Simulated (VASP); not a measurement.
Input of a VASP 6.6.1 run:

File INCAR:

```
PREC     = Accurate       # precision mode
ENCUT    = 600            # plane-wave cutoff, eV
EDIFF    = 1E-6           # SCF threshold, eV
ISMEAR   = 0              # smearing method
SIGMA    = 0.1            # smearing width, eV
LREAL    = F              # projectors in reciprocal space
LASPH    = T              # aspherical terms in the spheres
NELM     = 200            # most SCF steps
ALGO     = Normal         # electronic algorithm
ISIF     = 2              # what is computed and relaxed
LWAVE    = F              # write WAVECAR
LCHARG   = F              # write CHGCAR
MAGMOM   = 0 0 2.2        # initial moments
LORBIT   = 11             # projections on sites
LSORBIT  = T              # spin-orbit coupling
GGA_COMPAT= F            
LORBMOM  = T            
LMAXMIX  = 4              # l up to which the mixer works
GGA      = PE             # functional
NBANDS   = 19             # bands
```

KPOINTS

```
regular mesh
0
Gamma
  5 5 5
```

File POSCAR:

```
Fe
1.0
   -1.4495000000      1.4495000000      1.4495000000
    1.4495000000     -1.4495000000      1.4495000000
    1.4495000000      1.4495000000     -1.4495000000
Fe
1
Direct
    0.0000000000      0.0000000000      0.0000000000
```

Potentials or basis: VASP PAW PBE potentials, release 64 (Fe).

Launch:

```sh
$ cat potpaw_PBE.64/Fe/POTCAR > POTCAR
$ mpirun -np 1 vasp_ncl > vasp.out
```

Question: What does it give for the pressure?

Answer: -12.9 GPa.

Question: Predict the net moment.

Answer: 2.17 μB per cell.

Moments on the atoms (μB; x, y, z):
```
Fe  0.00 0.00 2.17
```

Caveat: the k points lie up to 0.61 Å⁻¹ apart.
